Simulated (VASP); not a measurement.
A run of VASP 6.6.1:

The input INCAR:

```
SYSTEM = C9O
ALGO = Normal ; DIPOL = 0.5 0.5 0.286
EDIFF = 1E-6 ; ENCUT = 520
GGA = PE ; IDIPOL = 3
ISIF = 2 ; ISMEAR = 0
IVDW = 12 ; LASPH = .TRUE.
LCHARG = .TRUE. ; LDIPOL = .TRUE.
LELF = .TRUE. ; LREAL = .FALSE.
LVACPOTAV = .TRUE. ; LVHAR = .TRUE.
LWAVE = .FALSE. ; NBANDS = 32
NELM = 80 ; PREC = Accurate
SIGMA = 0.1
```

Contents of KPOINTS:

```
k-points
0
G
  6 6 1
  0 0 0
```

Contents of POSCAR:

```
C9O
1.0
    4.9313048819      0.0000000000      0.0000000000
   -2.4656524409      4.2706353015      0.0000000000
    0.0000000000      0.0000000000     16.6500331942
C O
9 1
Direct
    0.3333333333      0.1666666667      0.2402407581
    0.3333333334      0.6666666667      0.2402407581
    0.8333333333      0.1666666667      0.2402407581
    0.8333333333      0.6666666667      0.2402407581
    0.1666666667      0.3333333333      0.2402407581
    0.1666666667      0.8333333333      0.2402407581
    0.6666666667      0.3333333333      0.2402407581
    0.6666666667      0.8333333333      0.2402407581
    0.4166666667      0.5000000000      0.4360940380
    0.4166666667      0.5000000000      0.5043315390
```

Potentials or basis: VASP PAW PBE potentials, release 64 (C, O).

The run is started by

```console
$ cat potpaw_PBE.64/C/POTCAR potpaw_PBE.64/O/POTCAR > POTCAR
$ mpirun -np 1 vasp_std > vasp.out
```

Hardware: 1 thread of Intel(R) Xeon(R) 6975P-C (Granite Rapids), with other jobs on the host.

Task: How long does it take, and how much memory?

Result: Wall time 2.6 min on 1 thread of Intel(R) Xeon(R) 6975P-C (Granite Rapids), with other jobs on the host, peak memory 0.53 GiB. Counts: scf iterations 21, k points 13.
